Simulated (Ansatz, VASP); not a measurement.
**Two plane-wave programs on Ga2Sb2CO**

```
Sb Ga O C
1.0
     4.33438    0.00000    0.00000
    -2.16719    3.75368    0.00000
     0.00000    0.00000   23.61974
Sb Ga O C
2 2 1 1
Direct
  0.00000 0.00000 0.16935
  0.33333 0.66667 0.32597
  0.33333 0.66667 0.20681
  0.66667 0.33333 0.35859
  0.00000 0.00000 0.48983
  0.00000 0.00000 0.53852
```

Alike in both runs: task single point; functional PBE; dispersion D3(BJ); k mesh 6 × 6 × 1; occupations gaussian, width 0.1 eV; no spin polarisation.

|  | VASP | Ansatz |
| --- | --- | --- |
| version | VASP 6.6.1 | Ansatz 0.2.0 |
| potentials or method | VASP PAW PBE potentials, release 64 (Sb_d_GW, Ga_d, O, C), cutoff 520 eV | scalar-relativistic, plane waves, PAW |
| valence electrons in the cell | 66 | 66 |

```csv
,VASP,Ansatz,Ansatz less VASP
gap on the k mesh at the Fermi level (eV),0.02,0.03,+0.001
least direct gap on the mesh (eV),0.16,0.16,+0.004
rms of the force components (eV/Å),0.225,0.494,+0.2687
```

One of these differences is far larger than is usual between the two programs; its cause wasn't traced.

Neither program's run includes spin-orbit coupling. Noted on VASP's run: the standard files for N, O and F lose accuracy on very short bonds.
